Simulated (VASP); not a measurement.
# Be2TeS2 (P-4m2) in VASP: a series of runs

Be2TeS2 is run at these levels: PBE+D3(BJ); tasks: single point, relaxation of cell and atoms.

All numbers are computed with VASP 6.6.1; they aren't measurements. Logs are shortened: lines on timing, memory, paths and dates and some standing lists are left out, and cuts for length are marked.

**1. The cell of the first run**

The structure is tetragonal, space group P-4m2 (No. 115). The conventional cell has a = 3.293 Å, b = 3.293 Å, c = 9.859 Å, α = 90.00°, β = 90.00°, γ = 90.00°. Within 2.8 Å of Be (site symmetry -4m2) lie 4 S at 2.08 Å and 4 Be at 2.33 Å. Be (site symmetry -4m2) has 4 S at 2.08 Å and 4 Be at 2.33 Å within 2.8 Å. Te (site symmetry -4m2) has 4 Te at 3.29 Å and 4 S at 4.01 Å within 4.3 Å. Within 2.8 Å of S (site symmetry 2mm) lie 4 Be at 2.08 Å.

**2. Single point, PBE+D3(BJ)**

The input, INCAR:

```
PREC = Accurate
ENCUT = 520
EDIFF = 1E-7
ISMEAR = 0
SIGMA = 0.1
LREAL = F
LASPH = T
NELM = 100
ALGO = Normal
ISIF = 2
LWAVE = F
LCHARG = T
GGA = PE
IVDW = 12
LELF = T
LVHAR = T
NBANDS = 19
```

The input, KPOINTS:

```
regular mesh
0
Gamma
  12 12 4
```

The input, POSCAR:

```
Be2TeS2
1.0
    3.2930491039      0.0000000000      0.0000000000
    0.0000000000      3.2930491039      0.0000000000
    0.0000000000      0.0000000000      9.8589184336
Be Te S
2 1 2
Direct
    0.0000000000      0.0000000000      0.0000000000
    0.5000000000      0.5000000000      0.0000000000
    0.0000000000      0.0000000000      0.5000000000
    0.5000000000      0.0000000000      0.8711814139
    0.0000000000      0.5000000000      0.1288185861
```

Potentials or basis: VASP PAW PBE potentials, release 64 (Be, Te, S).

The run is started by

```sh
cat potpaw_PBE.64/Be/POTCAR potpaw_PBE.64/Te/POTCAR potpaw_PBE.64/S/POTCAR > POTCAR
mpirun -np 1 vasp_std > vasp.out
```

OUTCAR:

```text
PREC = Accurate
   ENCUT = 520
   EDIFF = 1E-7
   ISMEAR = 0
   LREAL = F
   LASPH = T
   NELM = 100
   ISIF = 2
   GGA = PE
   IVDW = 12
 IVDW          = 12

 ion  position               nearest neighbor table
   1  0.000  0.000  0.000-   4 2.08   5 2.08   5 2.08   4 2.08   2 2.33   2 2.33   2 2.33   2 2.33

   2  0.500  0.500  0.000-   4 2.08   5 2.08   4 2.08   5 2.08   1 2.33   1 2.33   1 2.33   1 2.33

   3  0.000  0.000  0.500-
   4  0.500  0.000  0.871-   1 2.08   2 2.08   2 2.08   1 2.08
   5  0.000  0.500  0.129-   1 2.08   2 2.08   1 2.08   2 2.08

  LATTYP: Found a simple tetragonal cell.
 ALAT       =     3.2930491039
 C/A-ratio  =     2.9938570979

  Lattice vectors:

 A1 = (   3.2930491039,   0.0000000000,   0.0000000000)
 A2 = (   0.0000000000,   3.2930491039,   0.0000000000)
 A3 = (   0.0000000000,   0.0000000000,   9.8589184336)

Analysis of symmetry for initial positions (statically):
=====================================================================
 Subroutine PRICEL returns:
 Original cell was already a primitive cell.

 Routine SETGRP: Setting up the symmetry group for a
 simple tetragonal supercell.

 Subroutine GETGRP returns: Found  8 space group operations
 (whereof  8 operations were pure point group operations)
 out of a pool of 16 trial point group operations.

The static configuration has the point symmetry D_2d.

Analysis of symmetry for dynamics (positions and initial velocities):
=====================================================================
 Subroutine PRICEL returns:
 Original cell was already a primitive cell.

 Routine SETGRP: Setting up the symmetry group for a
 simple tetragonal supercell.

 Subroutine GETGRP returns: Found  8 space group operations
 (whereof  8 operations were pure point group operations)
 out of a pool of 16 trial point group operations.

The dynamic configuration has the point symmetry D_2d.

 Subroutine INISYM returns: Found  8 space group operations
 (whereof  8 operations are pure point group operations),
 and found     1 'primitive' translations

----------------------------------------------------------------------------------------

                                     Primitive cell

  volume of cell :     106.9118

  direct lattice vectors                    reciprocal lattice vectors
     3.293049104  0.000000000  0.000000000     0.303669933  0.000000000  0.000000000
     0.000000000  3.293049104  0.000000000     0.000000000  0.303669933  0.000000000
     0.000000000  0.000000000  9.858918434     0.000000000  0.000000000  0.101431004

  length of vectors
     3.293049104  3.293049104  9.858918434     0.303669933  0.303669933  0.101431004

  position of ions in fractional coordinates (direct lattice)
     0.000000000  0.000000000  0.000000000
     0.500000000  0.500000000  0.000000000
     0.000000000  0.000000000  0.500000000
     0.500000000  0.000000000  0.871181414
     0.000000000  0.500000000  0.128818586

  ion indices of the primitive-cell ions
   primitive index   ion index
                 1           1
                 2           2
                 3           3
                 4           4
                 5           5

----------------------------------------------------------------------------------------

 KPOINTS: regular mesh

Automatic generation of k-mesh.
 Grid dimensions read from file:
 generate k-points for:   12   12    4

 Generating k-lattice:

  Cartesian coordinates                     Fractional coordinates (reciprocal lattice)
     0.025305828  0.000000000  0.000000000     0.083333333  0.000000000  0.000000000
     0.000000000  0.025305828  0.000000000     0.000000000  0.083333333  0.000000000
     0.000000000  0.000000000  0.025357751     0.000000000  0.000000000  0.250000000

  Length of vectors
     0.025305828  0.025305828  0.025357751

  Shift w.r.t. Gamma in fractional coordinates (k-lattice)
     0.000000000  0.000000000  0.000000000

 Subroutine IBZKPT returns following result:
 ===========================================

 Found     84 irreducible k-points:

 Following reciprocal coordinates:
            Coordinates               Weight
  0.000000  0.000000  0.000000      1.000000
  0.083333  0.000000  0.000000      4.000000
  0.166667  0.000000  0.000000      4.000000
  0.250000  0.000000  0.000000      4.000000
  0.333333  0.000000  0.000000      4.000000
  0.416667  0.000000  0.000000      4.000000
[... 16 lines left out ...]
  0.333333  0.333333  0.000000      4.000000
  0.416667  0.333333  0.000000      8.000000
 [... further k-points ...]
   k-points           NKPTS =     84   k-points in BZ     NKDIM =     84   number of bands    NBANDS=     19
   number of dos      NEDOS =    301   number of ions     NIONS =      5
   total plane-waves  NPLWV =  46080
   dimension x,y,z NGX =    24 NGY =   24 NGZ =   80
   dimension x,y,z NGXF=    48 NGYF=   48 NGZF=  160
   ions per type =               2   1   2
   NGX,Y,Z   is equivalent  to a cutoff of  12.12, 12.12, 13.49 a.u.
   NGXF,Y,Z  is equivalent  to a cutoff of  24.23, 24.23, 26.98 a.u.
 SYSTEM =  unknown system
   PREC   = accura    normal or accurate (medium, high low for compatibility)
   ISTART =      0    job   : 0-new  1-cont  2-samecut
   ICHARG =      2    charge: 1-file 2-atom 10-const
   ISPIN  =      1    spin polarized calculation?
   LNONCOLLINEAR =      F non collinear calculations
   LSORBIT =      F    spin-orbit coupling
   LASPH  =      T    aspherical Exc in radial PAW
   ENCUT  =  520.0 eV  38.22 Ry    6.18 a.u.   6.12  6.12 18.33*2*pi/ulx,y,z
   NELM   =    100;   NELMIN=  2; NELMDL= -5     # of ELM steps
   EDIFF  = 0.1E-06   stopping-criterion for ELM
   LREAL  =      F    real-space projection
   EDIFFG = 0.1E-05   stopping-criterion for IOM
   NSW    =      0    number of steps for IOM
   IBRION =     -1    ionic relax: 0-MD 1-quasi-New 2-CG
   NFREE  =      0    steps in history (QN), initial steepest desc. (CG)
   ISIF   =      2    stress and relaxation
   ISYM   =      2    0-nonsym 1-usesym 2-fastsym
   POTIM  = 0.5000    time-step for ionic-motion
   TEBEG  =    0.0;   TEEND  =   0.0 temperature during run
   PSTRESS=    0.0 pullay stress
   NELECT =      22.0000    total number of electrons
   NUPDOWN=      -1.0000    fix difference up-down
   EMIN   =  10.00;   EMAX   =-10.00  energy-range for DOS
   EFERMI =   0.00;   METHOD = LEGACY
   ISMEAR =     0;   SIGMA  =   0.10  broadening in eV -4-tet -1-fermi 0-gaus
   EFERMI_NEDOS =   21; number of points for ismear=-14 and -15
   IALGO  =     38    algorithm
   IMIX   =      4    mixing-type and parameters
     AMIX     =   0.40;   BMIX     =  1.00
     AMIX_MAG =   1.60;   BMIX_MAG =  1.00
  volume/ion in A,a.u.               =      21.38       144.30
  Fermi-wavevector in a.u.,A,eV,Ry     =   0.966512  1.826442 12.709815  0.934145
  Thomas-Fermi vector in A             =   2.096320
   LORBIT       =      0    0 simple, 1 ext, 2 COOP (PROOUT), +10 PAW based schemes
   GGA     = PE    functional components
   LHFCALC =     F    Hartree Fock is set to
   AEXX    =    0.0000 exact exchange contribution
   IVDW    =    12    specifies the selected vdW correction
   LEPSILON=     F    determine dielectric tensor
   LRPA    =     F    only Hartree local field effects (RPA)
 non-spin polarized calculation
 Gauss-broadening in eV      SIGMA  =   0.10
  energy-cutoff  :      520.00
  volume of cell :      106.91
 maximum number of plane-waves:      2920
   NGX = 13   NGY = 13   NGZ = 37

 number of electron      21.9999995 magnetization

 Free energy of the ion-electron system (eV)
  ---------------------------------------------------
  ext. energy  EPLUGINS =         0.00000000
  ---------------------------------------------------
  free energy    TOTEN  =       -21.91557844 eV

  energy without entropy =      -21.91041499  energy(sigma->0) =      -21.91299672

 E-fermi :   3.3061     XC(G=0):  -8.5542

 val. band max:        3.2836489129   @ k =   0.5000   0.2500   0.0000
 cond. band min:       3.3178449818   @ k =   0.5000   0.2500   0.2500
 fundamental gap:      0.0341960689
 Fermi energy:         3.3060519306

 k-point     1 :       0.0000    0.0000    0.0000
  band No.  band energies     occupation
      1     -11.2887      2.00000
      2      -9.6552      2.00000
      3      -8.2522      2.00000
      4      -1.4507      2.00000
      5      -0.1893      2.00000
      6      -0.1893      2.00000
[... 11 lines left out ...]
     18       9.9151      0.00000
     19      11.0704      0.00000

 k-point     2 :       0.0833    0.0000    0.0000
  band No.  band energies     occupation
      1     -11.2328      2.00000
      2      -9.6263      2.00000
      3      -8.1795      2.00000
      4      -1.4255      2.00000
      5      -0.6402      2.00000
      6      -0.1240      2.00000
[... 11 lines left out ...]
     18       9.9234      0.00000
     19      11.1187      0.00000

 k-point     3 :       0.1667    0.0000    0.0000
  band No.  band energies     occupation
      1     -11.0689      2.00000
      2      -9.5520      2.00000
      3      -7.9682      2.00000
      4      -1.4608      2.00000
      5      -1.3796      2.00000
      6       0.0684      2.00000
[... 11 lines left out ...]
     18       9.9358      0.00000
     19      11.7073      0.00000

 k-point     4 :       0.2500    0.0000    0.0000
  band No.  band energies     occupation
      1     -10.8089      2.00000
      2      -9.4705      2.00000
      3      -7.6419      2.00000
      4      -2.2592      2.00000
      5      -1.4473      2.00000
      6       0.3766      2.00000
[... 407 lines left out ...]
     18      10.5899      0.00000
     19      12.2227      0.00000

 k-point    23 :       0.3333    0.3333    0.0000
  band No.  band energies     occupation
      1      -9.7742      2.00000
      2      -9.1297      2.00000
      3      -6.2475      2.00000
      4      -1.8881      2.00000
      5      -1.8824      2.00000
      6      -1.5574      2.00000
[... 11 lines left out ...]
     18      10.1531      0.00000
     19      11.8750      0.00000

 k-point    24 :       0.4167    0.3333    0.0000
  band No.  band energies     occupation
      1      -9.4880      2.00000
      2      -9.1307      2.00000
      3      -5.8986      2.00000
      4      -2.2253      2.00000
      5      -1.9170      2.00000
      6      -1.4203      2.00000
[... 11 lines left out ...]
     18      10.2374      0.00000
     19      11.5127      0.00000

 [... further k-points ...]

------------------------ aborting loop because EDIFF is reached ----------------------------------------

 Edisp (eV)   -1.40365

 E8    (eV) :    -0.5355

  FORCE on cell =-STRESS in cart. coord.  units (eV):
  Direction    XX          YY          ZZ          XY          YZ          ZX
  --------------------------------------------------------------------------------------
  -------------------------------------------------------------------------------------
  Total      -0.06228    -0.06228    -0.01399     0.00000     0.00000     0.00000
  in kB      -0.93330    -0.93330    -0.20966     0.00000     0.00000     0.00000
  external pressure =       -0.69 kB  Pullay stress =        0.00 kB

 VOLUME and BASIS-vectors are now :
 -----------------------------------------------------------------------------
  energy-cutoff  :      520.00
  volume of cell :      106.91
      direct lattice vectors                 reciprocal lattice vectors
     3.293049104  0.000000000  0.000000000     0.303669933  0.000000000  0.000000000
     0.000000000  3.293049104  0.000000000     0.000000000  0.303669933  0.000000000
     0.000000000  0.000000000  9.858918434     0.000000000  0.000000000  0.101431004

 POSITION                                       TOTAL-FORCE (eV/Angst)
 -----------------------------------------------------------------------------------
      0.00000      0.00000      0.00000        -0.000000      0.000000      0.000000
      1.64652      1.64652      0.00000         0.000000      0.000000      0.000000
      0.00000      0.00000      4.92946         0.000000     -0.000000      0.000000
      1.64652      0.00000      8.58891         0.000000      0.000000      0.007239
      0.00000      1.64652      1.27001         0.000000      0.000000     -0.007239
 -----------------------------------------------------------------------------------
    total drift:                                0.000000      0.000000      0.000000

  FREE ENERGIE OF THE ION-ELECTRON SYSTEM (eV)
  ---------------------------------------------------
  free  energy   TOTEN  =       -23.3192243624 eV

  energy  without entropy=      -23.3140609086  energy(sigma->0) =      -23.31664264
```

It took 2.4 min on 1 thread of AMD EPYC 7R43 (Zen 3), shared host; peak memory 0.28 GiB.

What came out:

* Free energy: -23.3192 eV
* Pressure: -0.1 GPa
* Largest force: 0.007 eV/Å
* Band gap on the k mesh: zero (band 11 reaches 5.61 eV, above the bottom of band 12 at 2.66 eV)
* Dispersion energy per atom: -0.281 eV

Forces on the atoms (eV/Å):
```
Be   0.000  0.000  0.000
Be   0.000  0.000  0.000
Te   0.000  0.000  0.000
S    0.000  0.000  0.007
S    0.000  0.000 -0.007
```

Caveat: spin-orbit coupling is left out, which moves the levels of the heavy elements.

**3. Single point, PBE+D3(BJ)**

The input, INCAR:

```
PREC     = Accurate       # precision mode
ENCUT    = 520            # plane-wave cutoff, eV
EDIFF    = 1E-7           # SCF threshold, eV
ISMEAR   = 0              # smearing method
SIGMA    = 0.1            # smearing width, eV
LREAL    = F              # projectors in reciprocal space
LASPH    = T              # aspherical terms in the spheres
NELM     = 100            # most SCF steps
ALGO     = Normal         # electronic algorithm
ISIF     = 2              # what is computed and relaxed
LWAVE    = F              # write WAVECAR
LCHARG   = F              # write CHGCAR
GGA      = PE             # functional
IVDW     = 12             # dispersion correction
NBANDS   = 19             # bands
```

The input, KPOINTS:

```
Automatic mesh
0
Gamma
  12 12 4
```

POSCAR is that of step 2.

Potentials or basis: VASP PAW PBE potentials, release 64 (Be, Te, S).

The run is started by

```sh
cat potpaw_PBE.64/Be/POTCAR potpaw_PBE.64/Te/POTCAR potpaw_PBE.64/S/POTCAR > POTCAR
mpirun -np 1 vasp_std > vasp.out
```

It took 2.4 min on 1 thread of AMD EPYC 7R43 (Zen 3), shared host; peak memory 0.29 GiB.

It converged, with:

- Free energy: -23.3192 eV
- Pressure: -0.1 GPa
- Largest force: 0.007 eV/Å
- Band gap on the k mesh: zero (band 11 reaches 5.61 eV, above the bottom of band 12 at 2.66 eV)
- Dispersion energy per atom: -0.281 eV

Forces on the atoms (eV/Å):
```
Be   0.000  0.000  0.000
Be   0.000  0.000  0.000
Te   0.000  0.000  0.000
S    0.000  0.000  0.007
S    0.000  0.000 -0.007
```

Levels at points of the mesh, in eV from the Fermi level:
```csv
k point,band 8,band 9,band 10,band 11,band 12,band 13,band 14,band 15
"(0.00, 0.00, 0.00)",-1.00,-0.64,-0.64,2.30,2.30,2.95,4.61,4.77
"(0.50, 0.00, 0.00)",-2.51,-1.60,-1.60,-0.56,3.43,4.37,5.41,5.49
"(0.50, 0.50, 0.00)",-3.66,-3.66,-2.65,-2.65,0.73,3.52,3.52,4.03
"(0.00, 0.00, 0.50)",-1.78,-0.64,-0.64,2.30,2.30,2.90,4.61,4.78
"(0.50, 0.00, 0.50)",-2.58,-1.60,-1.60,-0.36,3.43,5.11,5.19,5.34
"(0.50, 0.50, 0.50)",-3.67,-3.67,-2.63,-2.63,0.68,3.43,3.43,4.14
```

Caveat: spin-orbit coupling is left out, which moves the levels of the heavy elements.

**4. Relaxation of cell and atoms, PBE+D3(BJ)**

This run uses another cell than the first one, of 21.23 Å³/atom, 0.993 times its volume.

The input, INCAR:

```
PREC = Accurate
ENCUT = 600
EDIFF = 1E-6
ISMEAR = 0
SIGMA = 0.1
LREAL = F
LASPH = T
NELM = 100
ALGO = Normal
ISIF = 3
LWAVE = F
LCHARG = F
GGA = PE
IVDW = 12
IBRION = 2
NSW = 100
EDIFFG = -0.01
```

KPOINTS is that of step 3.

The input, POSCAR:

```
Be2TeS2
1.0
    3.2851050630      0.0000000000      0.0000000000
    0.0000000000      3.2851050630      0.0000000000
    0.0000000000      0.0000000000      9.8338046189
Be Te S
2 1 2
Direct
    0.0000000000      0.0000000000      0.0000000000
    0.5000000000      0.5000000000      0.0000000000
    0.0000000000      0.0000000000      0.5000000000
    0.5000000000      0.0000000000      0.8709761512
    0.0000000000      0.5000000000      0.1290238488
```

The run is started by

```sh
cat potpaw_PBE.64/Be/POTCAR potpaw_PBE.64/Te/POTCAR potpaw_PBE.64/S/POTCAR > POTCAR
mpirun -np 1 vasp_std > vasp.out
```

Run time: 6.8 min. Hardware: 1 thread of AMD EPYC 7R43 (Zen 3), shared host; peak memory 0.35 GiB.

The run converged. Its results:

- Free energy: -23.3198 eV
- Relaxed volume: 21.34 Å³/atom
- Relaxed cell: a = 3.292 Å, b = 3.292 Å, c = 9.845 Å, α = 90.00°, β = 90.00°, γ = 90.00°
- Space group after relaxing (to 0.05 Å): P-4m2 (No. 115)
- Energy gained by relaxing: 0.1 meV/atom
- Ionic steps: 7
- Pressure after relaxing: 0.0 GPa
- Largest force after relaxing: 0.007 eV/Å
- Band gap on the k mesh: zero (band 11 reaches 5.63 eV, above the bottom of band 12 at 2.68 eV)
- Dispersion energy per atom: -0.281 eV

Forces in eV/Å, atoms in the order of the input:
```
Be   0.000  0.000  0.000
Be   0.000  0.000  0.000
Te   0.000  0.000  0.000
S    0.000  0.000  0.007
S    0.000  0.000 -0.007
```

Step by step:
```tsv
step	energy change (eV)	largest force (eV/Å)	pressure (GPa)	volume (Å³)
1	0.0000	0.0481	0.31	106.13
2	-0.0003	0.0614	-0.12	106.76
3	-0.0005	0.0208	0.03	106.53
4	-0.0005	0.0228	0.03	106.54
5	-0.0005	0.0257	0.01	106.55
6	-0.0005	0.0147	0.00	106.63
7	-0.0005	0.0070	-0.01	106.69
```

Final structure:
```xyz
5
Lattice="3.2920 0.0000 0.0000 0.0000 3.2920 0.0000 0.0000 0.0000 9.8445" Properties=species:S:1:pos:R:3 pbc="T T T"
Be    0.0000    3.2920    0.0000
Be    1.6460    1.6460    0.0000
Te    0.0000    3.2920    4.9223
S     1.6460    0.0000    8.5744
S     0.0000    1.6460    1.2701
```

Levels at points of the mesh, in eV from the Fermi level:
```csv
k point,band 7,band 8,band 9,band 10,band 11,band 12,band 13,band 14,band 15
"(0.00, 0.00, 0.00)",-2.93,-0.99,-0.64,-0.64,2.30,2.30,2.95,4.61,4.77
"(0.50, 0.00, 0.00)",-2.61,-2.51,-1.60,-1.60,-0.56,3.44,4.37,5.41,5.50
"(0.50, 0.50, 0.00)",-4.08,-3.67,-3.67,-2.65,-2.65,0.73,3.52,3.52,4.03
"(0.00, 0.00, 0.50)",-2.11,-1.78,-0.64,-0.64,2.31,2.31,2.90,4.61,4.78
"(0.50, 0.00, 0.50)",-2.73,-2.58,-1.60,-1.60,-0.36,3.43,5.11,5.19,5.34
"(0.50, 0.50, 0.50)",-4.08,-3.68,-3.68,-2.64,-2.64,0.68,3.43,3.43,4.14
```

Caveat: spin-orbit coupling is left out, which moves the levels of the heavy elements.
